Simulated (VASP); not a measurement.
Ti5SiMo:

```xyz
7
Lattice="3.7680 0.0000 0.0000 0.0000 3.7680 0.0000 0.0000 0.0000 6.7221" Properties=species:S:1:pos:R:3 pbc="T T T"
Ti    0.0000    1.8840    1.9548
Ti    0.0000    1.8840    4.7673
Ti    1.8840    0.0000    1.9548
Ti    1.8840    0.0000    4.7673
Ti    0.0000    0.0000    0.0000
Si    0.0000    0.0000    3.3610
Mo    1.8840    1.8840    0.0000
```

The cell was built from a structure type or drawn by symmetry, and may not be a known phase.

```yaml
Program: VASP 6.6.1
Task: relaxation of cell and atoms
Functional: PBE
Potentials_or_basis: VASP PAW PBE potentials, release 64 (Ti_sv, Si, Mo_sv)
Cutoff: 600 eV
k_mesh: 4 × 4 × 3
Occupations: gaussian, width 0.2 eV
Spin: no spin polarisation
```

At the start: pressure 45.9 GPa; volume 13.63 Å³/atom.

Task: How do energy, volume and symmetry change on relaxing?

Result: Over 28 steps the energy falls by 525.0 meV/atom and the volume is 17.29 Å³/atom (+26.8 %); space group P4/mmm (No. 123, to 0.1 Å) before and after.

The path:
```
step  energy change (eV)  largest force (eV/Å)  pressure (GPa)  volume (Å³)
   1              0.0000                0.7693           45.88        95.44
   2              0.0795                0.5860          -20.66       160.16
   3             -3.0760                0.5740           -1.73       122.44
   4             -3.0827                0.5739           -0.53       121.26
   5             -3.0827                0.5743            0.05       120.70
   6             -3.1310                0.4073            0.25       120.60
   7             -3.1752                0.0424            0.94       120.39
   8             -3.1944                0.0618           -1.11       122.61
   9             -3.1960                0.0698           -1.76       123.38
  10             -3.2057                0.0757           -1.85       123.58
  11             -3.2386                0.0857           -2.19       124.17
  12             -3.3137                0.0685           -2.89       125.26
  13             -3.4599                0.0559           -4.31       127.08
  14             -3.3168                0.6525           -5.63       129.18
  15             -3.4975                0.0778           -4.96       127.63
  16             -3.5238                0.1323           -4.64       127.25
  17             -3.5688                0.2817           -3.83       126.28
  18             -3.5560                0.5928           -1.83       124.15
  19             -3.5820                0.3921           -3.18       125.54
  20             -3.6006                0.3797           -2.60       124.83
  21             -3.6366                0.3347           -0.77       122.73
  22             -3.6122                0.2251            3.46       118.57
  23             -3.6433                0.3023            0.53       121.40
  24             -3.6515                0.2497            0.36       121.42
  25             -3.6679                0.0872           -0.11       121.46
  26             -3.6644                0.2375           -0.93       121.55
  27             -3.6723                0.0512           -0.49       121.50
  28             -3.6749                0.0474           -0.05       121.02
```

Final structure:
```
Ti Si Mo
1.0
     4.40978    0.00000    0.00000
     0.00000    4.40978    0.00000
     0.00000    0.00000    6.22325
Ti Si Mo
5 1 1
Direct
  0.00000 0.50000 0.26129
  0.00000 0.50000 0.73871
  0.50000 0.00000 0.26129
  0.50000 0.00000 0.73871
  0.00000 0.00000 0.00000
  0.00000 0.00000 0.50000
  0.50000 0.50000 0.00000
```

Caveat: the k points lie up to 0.36 Å⁻¹ apart in the final cell, too coarse for converged energies and pressures of a metal; the volume moved by over 15 % at a fixed basis, so the end points are rough; the relaxation stopped at a loose force limit of 0.08 eV/Å, so its end isn't a converged minimum.
